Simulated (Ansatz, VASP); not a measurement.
**Sn3Te: VASP beside Ansatz**

INCAR

```
PREC = Accurate
ENCUT = 520
EDIFF = 1E-6
ISMEAR = -1
SIGMA = 0.05
LREAL = F
LASPH = T
NELM = 80
ALGO = Fast
ISIF = 2
LWAVE = F
LCHARG = F
GGA = PE
NBANDS = 32
```

Contents of KPOINTS:

```
Automatic mesh
0
Gamma
  8 8 8
```

Contents of POSCAR:

```
Sn3Te
1.0
   -2.3161422189      2.3161422189      5.5530281376
    2.3161422189     -2.3161422189      5.5530281376
    2.3161422189      2.3161422189     -5.5530281376
Te Sn
1 3
Direct
    0.0000000000      0.0000000000      0.0000000000
    0.5000000000      0.5000000000      0.0000000000
    0.2500000000      0.7500000000      0.5000000000
    0.7500000000      0.2500000000      0.5000000000
```

Contents of input.yaml:

```yaml
crystal:
  lattice:
    - [-2.3161422189, 2.3161422189, 5.5530281376]
    - [2.3161422189, -2.3161422189, 5.5530281376]
    - [2.3161422189, 2.3161422189, -5.5530281376]
  atoms:
    - { symbol: Te, position: [0.0, 0.0, 0.0] }
    - { symbol: Sn, position: [0.5, 0.5, 0.0] }
    - { symbol: Sn, position: [0.25, 0.75, 0.5] }
    - { symbol: Sn, position: [0.75, 0.25, 0.5] }
hamiltonian:
  xc: pbe
  pseudopotentials: { kind: paw }
kpoints:
  mp_grid: { grid: [8, 8, 8] }
scf:
  occupations: { method: fermi_dirac, width: 0.05 }
output:
  forces: true
  stress: true
  eigenvalues: true
```

Alike in both runs: task single point; functional PBE; k mesh 8 × 8 × 8; occupations fermi-dirac, width 0.05 eV; no spin polarisation.

```csv
,VASP,Ansatz
version,VASP 6.6.1,Ansatz 0.2.0
potentials or method,"VASP PAW PBE potentials, release 64 (Te, Sn_d)",Ansatz PAW
plane-wave cutoff (eV),520,420
valence electrons in the cell,48,58
```

VASP gave:

```
gap on the k mesh at the Fermi level (eV)                     : none
pressure (GPa)                                                : -1.3
traceless stress, the component that is largest in VASP (GPa) : -0.06
```

Question: Which values does Ansatz return?

Answer: gap on the k mesh at the Fermi level (eV): none; pressure (GPa): -1.2; traceless stress, the component that is largest in VASP (GPa): -0.05.

A gap of «none» marks a metal or a gap that the smearing closes. VASP's potentials hold 48 valence electrons a cell and Ansatz's 58, so a difference there can come from the potentials and not from the codes.

Neither program's run includes spin-orbit coupling.
